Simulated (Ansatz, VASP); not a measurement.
One calculation of Pb, two programs

INCAR

```
ALGO     = Normal         # electronic algorithm
EDIFF    = 1E-8           # SCF threshold, eV
ENCUT    = 520            # plane-wave cutoff, eV
GGA      = CA             # functional
ISIF     = 2              # what is computed and relaxed
ISMEAR   = -1             # smearing method
LASPH    = True           # aspherical terms in the spheres
LCHARG   = False          # write CHGCAR
LEFG     = True         
LREAL    = False          # projectors in reciprocal space
LWAVE    = False          # write WAVECAR
NBANDS   = 13             # bands
NELM     = 100            # most SCF steps
PREC     = Accurate       # precision mode
SIGMA    = 0.05           # smearing width, eV
```

Contents of KPOINTS:

```
k-points
0
Gamma
  13 13 13
```

The input POSCAR:

```
Pb
1.0
    0.0000000000      2.4442603173      2.4442603173
    2.4442603173      0.0000000000      2.4442603173
    2.4442603173      2.4442603173      0.0000000000
Pb
1
Direct
    0.0000000000      0.0000000000      0.0000000000
```

Input for Ansatz:

```yaml
crystal:
  lattice:
    - [0.0, 2.4442603173, 2.4442603173]
    - [2.4442603173, 0.0, 2.4442603173]
    - [2.4442603173, 2.4442603173, 0.0]
  atoms:
    - { symbol: Pb, position: [0.0, 0.0, 0.0] }
kpoints:
  mp_grid: { grid: [13, 13, 13] }
scf:
  occupations: { method: fermi_dirac, width: 0.05 }
hamiltonian:
  xc: lda
  pseudopotentials: { kind: all_electron, datasets: crystal }
output:
  forces: true
  stress: true
  eigenvalues: true
  efg: { contact_densities: true }
```

Change from the starting cell: volume scaled by 0.9405, crystal datasets.

Alike in both runs: task electric field gradients; functional LDA; k mesh 13 × 13 × 13; occupations fermi-dirac, width 0.05 eV; no spin polarisation.

```csv
,VASP,Ansatz
version,VASP 6.6.1,Ansatz 0.2.0
potentials or method,"VASP PAW LDA potentials, release 64 (Pb_d), cutoff 520 eV","all-electron PAW with datasets made for the crystal, scalar-relativistic"
```

|  | VASP | Ansatz | Ansatz less VASP |
| --- | --- | --- | --- |
| pressure (GPa) | -0.2 | -0.3 | -0.05 |

LDA's correlation is that of Perdew and Zunger in VASP and of Perdew and Wang (1992) in Ansatz. Ansatz ran all-electron here, and VASP with PAW potentials.

Neither program's run includes spin-orbit coupling.
